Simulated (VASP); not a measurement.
Input of a VASP 6.6.1 run:

The input INCAR:

```
  PREC = Accurate
  ENCUT = 600
  EDIFF = 1E-6
  ISMEAR = 0
  SIGMA = 0.01
  LREAL = False
  LASPH = True
  NELM = 120
  ALGO = Normal
  ISIF = 2
  LWAVE = False
  LCHARG = False
  GGA = PS
  NBANDS = 15
  GGA_COMPAT = False
```

Contents of KPOINTS:

```
Automatic mesh
0
Gamma
  10 10 10
```

File POSCAR:

```
CaO
1.0
    0.0000000000      2.2322311871      2.2322311871
    2.2322311871      0.0000000000      2.2322311871
    2.2322311871      2.2322311871      0.0000000000
Ca O
1 1
Direct
    0.0000000000      0.0000000000      0.0000000000
    0.5000000000      0.5000000000      0.5000000000
```

Potentials or basis: VASP PAW PBE potentials, release 64 (Ca_sv, O).

Command:

```bash
$ cat potpaw_PBE.64/Ca_sv/POTCAR potpaw_PBE.64/O/POTCAR > POTCAR
$ mpirun -np 1 vasp_std > vasp.out
```

Task: What does it give for the pressure?

Result: 36.4 GPa.

Task: Estimate the band gap on the k mesh.

Result: 3.30 eV (least direct gap 3.57 eV).

Caveat: the cell stands under pressure; the PAW data sets were made with another functional, which shifts forces and pressure a little. A k mesh can miss the band edges.
